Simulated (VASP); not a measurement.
# MnHg (Pm-3m) in VASP: further runs, part 2 of 2

VASP 6.6.1. The steps go on from the part before.

## Step 3: Single point, LDA, collinear spin

Contents of INCAR:

```
SYSTEM = MnHg
ALGO     = Normal         ! electronic algorithm
EDIFF    = 1E-6           ! SCF threshold, eV
ENCUT    = 520            ! plane-wave cutoff, eV
GGA      = CA             ! functional
ISIF     = 2              ! what is computed and relaxed
ISMEAR   = -1             ! smearing method
ISPIN    = 2              ! spin polarisation
LASPH    = .True.         ! aspherical terms in the spheres
LCHARG   = .False.        ! write CHGCAR
LMAXMIX  = 4              ! l up to which the mixer works
LORBIT   = 11             ! projections on sites
LREAL    = .False.        ! projectors in reciprocal space
LWAVE    = .False.        ! write WAVECAR
MAGMOM   = 0 0 0.14 0.14  ! initial moments
NBANDS   = 37             ! bands
NELM     = 150            ! most SCF steps
PREC     = Accurate       ! precision mode
SIGMA    = 0.1            ! smearing width, eV
```

Contents of KPOINTS:

```
k-points
0
Gamma
  6 8 6
  0 0 0
```

Contents of POSCAR:

```
MnHg
1.0
   -3.3250000000      0.0000000000     -3.3250000000
    0.0000000000     -3.3250000000      0.0000000000
   -3.3250000000      0.0000000000      3.3250000000
Hg Mn
2 2
Direct
    0.0000000000      0.0000000000      0.0000000000
    0.5000000000      0.0000000000      0.5000000000
    0.0000000000      0.5000000000      0.5000000000
    0.5000000000      0.5000000000      0.0000000000
```

Potentials or basis: VASP PAW LDA potentials, release 64 (Hg, Mn_pv).

Started as:

```sh
$ cat potpaw_LDA.64/Hg/POTCAR potpaw_LDA.64/Mn_pv/POTCAR > POTCAR
$ mpirun -np 1 vasp_std > vasp.out
```

OUTCAR:

```text
SYSTEM = MnHg
   EDIFF = 1E-6
   ENCUT = 520
   GGA = CA
   ISIF = 2
   ISMEAR = -1
   ISPIN = 2
   LASPH = .True.
   LORBIT = 11
   LREAL = .False.
   NELM = 150
   PREC = Accurate

 ion  position               nearest neighbor table
   1  0.000  0.000  0.000-   3 2.88   4 2.88   3 2.88   3 2.88   4 2.88   3 2.88   4 2.88   4 2.88
                             2 3.33   2 3.33   2 3.33   2 3.33
   2  0.500  0.000  0.500-   3 2.88   4 2.88   4 2.88   3 2.88   4 2.88   4 2.88   3 2.88   3 2.88
                             1 3.33   1 3.33   1 3.33   1 3.33
   3  0.000  0.500  0.500-   1 2.88   2 2.88   1 2.88   1 2.88   2 2.88   1 2.88   2 2.88   2 2.88

   4  0.500  0.500  0.000-   1 2.88   2 2.88   2 2.88   1 2.88   2 2.88   2 2.88   1 2.88   1 2.88

  LATTYP: Found a simple tetragonal cell.
 ALAT       =     4.7022600949
 C/A-ratio  =     0.7071067812

  Lattice vectors:

 A1 = (   3.3250000000,   0.0000000000,   3.3250000000)
 A2 = (  -3.3250000000,   0.0000000000,   3.3250000000)
 A3 = (   0.0000000000,  -3.3250000000,   0.0000000000)

Analysis of symmetry for initial positions (statically):
=====================================================================
 Subroutine PRICEL returns following result:

  LATTYP: Found a simple cubic cell.
 ALAT       =     3.3250000000
[... 12 lines left out ...]
 Subroutine GETGRP returns: Found 16 space group operations
 (whereof 16 operations were pure point group operations)
 out of a pool of 16 trial point group operations.

The static configuration has the point symmetry D_4h.

Analysis of symmetry for dynamics (positions and initial velocities):
=====================================================================
 Subroutine PRICEL returns following result:

  LATTYP: Found a simple cubic cell.
 ALAT       =     3.3250000000
[... 12 lines left out ...]
 Subroutine GETGRP returns: Found 16 space group operations
 (whereof 16 operations were pure point group operations)
 out of a pool of 16 trial point group operations.

The dynamic configuration has the point symmetry D_4h.

Analysis of structural, dynamic, and magnetic symmetry:
[... 173 lines left out ...]
 val. band max:        4.4099804427   @ k =   0.3333   0.5000   0.1667
 cond. band min:       4.4286567525   @ k =   0.0000   0.2500   0.0000
 fundamental gap:      0.0186763098
 Fermi energy:         4.4211071470

 spin component 1

 k-point     1 :       0.0000    0.0000    0.0000
  band No.  band energies     occupation
      1     -42.7826      1.00000
      2     -42.7826      1.00000
      3     -42.7668      1.00000
      4     -42.7668      1.00000
      5     -42.7657      1.00000
      6     -42.7630      1.00000
[... 949 lines left out ...]
     36      14.9361      0.00000
     37      15.8113      0.00000

 [... further k-points ...]

 spin component 2

 k-point     1 :       0.0000    0.0000    0.0000
  band No.  band energies     occupation
      1     -42.7823      1.00000
      2     -42.7823      1.00000
      3     -42.7665      1.00000
      4     -42.7665      1.00000
      5     -42.7652      1.00000
      6     -42.7625      1.00000
[... 949 lines left out ...]
     36      14.9362      0.00000
     37      15.8114      0.00000

 [... further k-points ...]

------------------------ aborting loop because EDIFF is reached ----------------------------------------

  FORCE on cell =-STRESS in cart. coord.  units (eV):
  Direction    XX          YY          ZZ          XY          YZ          ZX
  --------------------------------------------------------------------------------------
  -------------------------------------------------------------------------------------
  Total      -10.5577737    -10.5578007    -10.5577737      0.0000000     -0.0000000      0.0000000
  in kB     -230.0795332   -230.0801212   -230.0795332      0.0000000     -0.0000000      0.0000000
  external PRESSURE =    -230.0797292 kB  Pullay stress =       0.0000000 kB

 VOLUME and BASIS-vectors are now :
 -----------------------------------------------------------------------------
  energy-cutoff  :      520.00
  volume of cell :       73.52
      direct lattice vectors                 reciprocal lattice vectors
    -3.325000000  0.000000000 -3.325000000    -0.150375940  0.000000000 -0.150375940
     0.000000000 -3.325000000  0.000000000     0.000000000 -0.300751880  0.000000000
    -3.325000000  0.000000000  3.325000000    -0.150375940  0.000000000  0.150375940

 POSITION                                       TOTAL-FORCE (eV/Angst)
 -----------------------------------------------------------------------------------
      0.00000      0.00000      0.00000        -0.000000      0.000000      0.000000
     -3.32500      0.00000      0.00000        -0.000000      0.000000      0.000000
     -1.66250     -1.66250      1.66250         0.000000     -0.000000     -0.000000
     -1.66250     -1.66250     -1.66250        -0.000000      0.000000      0.000000
 -----------------------------------------------------------------------------------
    total drift:                               -0.000000     -0.000000      0.000000

  FREE ENERGIE OF THE ION-ELECTRON SYSTEM (eV)
  ---------------------------------------------------
  free  energy   TOTEN  =       -17.6864623825 eV

  energy  without entropy=      -17.3172815899  energy(sigma->0) =      -17.50187199

 total charge

# of ion       s       p       d       tot
------------------------------------------
    1        0.795   0.476   9.248  10.519
    2        0.795   0.476   9.248  10.519
    3        0.223   6.142   5.090  11.456
    4        0.223   6.142   5.090  11.456
--------------------------------------------------
tot          2.037  13.237  28.676  43.950

 magnetization (x)

# of ion       s       p       d       tot
------------------------------------------
    1       -0.000  -0.000   0.000   0.000
    2       -0.000  -0.000   0.000   0.000
    3       -0.000  -0.000   0.001   0.001
    4       -0.000  -0.000   0.001   0.001
--------------------------------------------------
tot         -0.000  -0.000   0.001   0.001
```

Run time: 6 min. Hardware: 1 thread of Oxide Virtual Turin-like, shared host; peak memory 0.27 GiB.

Results:

| Property | Result |
| --- | --- |
| Free energy | -17.6865 eV |
| Pressure | -23.0 GPa |
| Band gap on the k mesh | zero (filled and empty bands overlap) |
| Net moment | 0.00 μB per cell |
| Valence electrons inside the program's atomic spheres | Hg 10.52; Mn 11.46 |

Levels at points of the mesh, in eV from the Fermi level:
Spin up:
| k point | band 23 | band 24 | band 25 | band 26 | band 27 | band 28 |
| --- | --- | --- | --- | --- | --- | --- |
| (0.00, 0.00, 0.00) | -0.43 | 0.19 | 0.19 | 0.28 | 0.28 | 0.28 |
| (0.50, 0.00, 0.00) | -0.49 | -0.49 | -0.21 | -0.21 | 0.22 | 0.22 |
| (0.00, 0.50, 0.00) | -0.52 | -0.52 | 0.10 | 0.52 | 0.52 | 0.77 |
| (0.50, 0.50, 0.00) | -0.25 | -0.25 | 0.18 | 0.18 | 0.83 | 0.83 |
| (0.50, 0.00, 0.50) | -0.52 | -0.52 | -0.52 | -0.52 | 0.10 | 0.10 |
| (0.50, 0.50, 0.50) | -0.43 | -0.43 | 0.19 | 0.19 | 0.19 | 0.19 |
Spin down:
| k point | band 23 | band 24 | band 25 | band 26 | band 27 | band 28 |
| --- | --- | --- | --- | --- | --- | --- |
| (0.00, 0.00, 0.00) | -0.43 | 0.19 | 0.19 | 0.28 | 0.28 | 0.28 |
| (0.50, 0.00, 0.00) | -0.49 | -0.49 | -0.21 | -0.21 | 0.22 | 0.22 |
| (0.00, 0.50, 0.00) | -0.52 | -0.52 | 0.10 | 0.52 | 0.52 | 0.77 |
| (0.50, 0.50, 0.00) | -0.25 | -0.25 | 0.18 | 0.18 | 0.83 | 0.83 |
| (0.50, 0.00, 0.50) | -0.52 | -0.52 | -0.52 | -0.52 | 0.10 | 0.10 |
| (0.50, 0.50, 0.50) | -0.43 | -0.43 | 0.19 | 0.19 | 0.19 | 0.19 |

Caveat: the cell stands under tension; spin-orbit coupling is left out, which moves the levels of the heavy elements.

## Step 4: Single point, LDA, collinear spin, antiferromagnetic start

Contents of INCAR:

```
ALGO = Normal
EDIFF = 1E-7
ENCUT = 520
GGA = CA
ISIF = 2
ISMEAR = -1
ISPIN = 2
LASPH = T
LCHARG = F
LMAXMIX = 4
LORBIT = 11
LREAL = F
LWAVE = F
MAGMOM = 0 0 6.3 -6.3
NBANDS = 37
NELM = 150
PREC = Accurate
SIGMA = 0.1
```

Contents of KPOINTS:

```
k-points
0
Gamma
  6 8 6
```

POSCAR is that of step 3.

Potentials or basis: VASP PAW LDA potentials, release 64 (Hg, Mn_pv).

Started as:

```sh
$ cat potpaw_LDA.64/Hg/POTCAR potpaw_LDA.64/Mn_pv/POTCAR > POTCAR
$ mpirun -np 1 vasp_std > vasp.out
```

OUTCAR:

```text
EDIFF = 1E-7
   ENCUT = 520
   GGA = CA
   ISIF = 2
   ISMEAR = -1
   ISPIN = 2
   LASPH = T
   LORBIT = 11
   LREAL = F
   NELM = 150
   PREC = Accurate

 ion  position               nearest neighbor table
   1  0.000  0.000  0.000-   3 2.88   4 2.88   3 2.88   3 2.88   4 2.88   3 2.88   4 2.88   4 2.88
                             2 3.33   2 3.33   2 3.33   2 3.33
[... 2183 lines left out ...]
  energy-cutoff  :      520.00
  volume of cell :       73.52
      direct lattice vectors                 reciprocal lattice vectors
    -3.325000000  0.000000000 -3.325000000    -0.150375940  0.000000000 -0.150375940
     0.000000000 -3.325000000  0.000000000     0.000000000 -0.300751880  0.000000000
    -3.325000000  0.000000000  3.325000000    -0.150375940  0.000000000  0.150375940

 POSITION                                       TOTAL-FORCE (eV/Angst)
 -----------------------------------------------------------------------------------
      0.00000      0.00000      0.00000         0.000000      0.000000     -0.000000
     -3.32500      0.00000      0.00000        -0.000000      0.000000     -0.000000
     -1.66250     -1.66250      1.66250         0.000000     -0.000000      0.000000
     -1.66250     -1.66250     -1.66250        -0.000000     -0.000000      0.000000
 -----------------------------------------------------------------------------------
    total drift:                               -0.000000     -0.000000      0.000000

  FREE ENERGIE OF THE ION-ELECTRON SYSTEM (eV)
  ---------------------------------------------------
  free  energy   TOTEN  =       -19.6547757822 eV

  energy  without entropy=      -19.5284168534  energy(sigma->0) =      -19.59159632

 total charge

# of ion       s       p       d       tot
------------------------------------------
    1        0.833   0.493   9.251  10.577
    2        0.833   0.493   9.251  10.577
    3        0.249   6.166   5.008  11.422
    4        0.249   6.166   5.008  11.422
--------------------------------------------------
tot          2.162  13.319  28.517  43.998

 magnetization (x)

# of ion       s       p       d       tot
------------------------------------------
    1        0.000   0.000   0.000   0.000
    2        0.000   0.000   0.000   0.000
    3        0.019   0.015   3.629   3.663
    4       -0.019  -0.015  -3.629  -3.663
--------------------------------------------------
tot          0.000   0.000   0.000   0.000
```

stdout:

```text
POSCAR found type information on POSCAR HgMn
 POSCAR found :  2 types and       4 ions
 scaLAPACK will be used
 LDA part: xc-table for (Slater(with rela. corr.)+CA(PZ))
 , standard interpolation
 POSCAR, INCAR and KPOINTS ok, starting setup
 FFT: planning ... GRIDC
 FFT: planning ... GRID_SOFT
 FFT: planning ... GRID
 WAVECAR not read
 entering main loop
```

It took 6.8 min on 1 thread of Oxide Virtual Turin-like, shared host; peak memory 0.27 GiB.

What came out:

* Free energy: -19.6548 eV
* Pressure: -9.3 GPa
* Band gap on the k mesh: zero (filled and empty bands overlap)
* Net moment: 0.00 μB per cell
* Site moments: Hg +0.00; Mn +3.66, -3.66 μB
* Valence electrons inside the program's atomic spheres: Hg 10.58; Mn 11.42

Caveat: the cell stands under tension; spin-orbit coupling is left out, which moves the levels of the heavy elements.
